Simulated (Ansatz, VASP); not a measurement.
# One calculation of AlN, two programs

```
CELL_PARAMETERS angstrom
0.00000 2.24555 2.06590
2.24555 0.00000 2.06590
2.24555 2.24555 0.00000
ATOMIC_POSITIONS crystal
Al 0.00000 0.00000 0.00000
N 0.75000 0.75000 0.75000
```

Alike in both runs: task single point; functional r2SCAN; k mesh 10 × 10 × 10; occupations gaussian, width 0.05 eV; no spin polarisation.

|  | VASP | Ansatz |
| --- | --- | --- |
| version | VASP 6.6.1 | Ansatz 0.2.0 |
| potentials or method | VASP PAW PBE potentials, release 64 (Al, N), cutoff 520 eV | scalar-relativistic, plane waves, PAW |
| valence electrons in the cell | 8 | 8 |

|  | VASP | Ansatz | Ansatz less VASP |
| --- | --- | --- | --- |
| gap on the k mesh at the Fermi level (eV) | 3.53 | 3.54 | +0.008 |
| least direct gap on the mesh (eV) | 4.66 | 4.62 | -0.039 |
| pressure (GPa) | -0.7 | -0.3 | +0.40 |
| traceless stress, the component that is largest in VASP (GPa) | 6.27 | 6.25 | -0.024 |

VASP's potentials were made for PBE, not for r2SCAN.
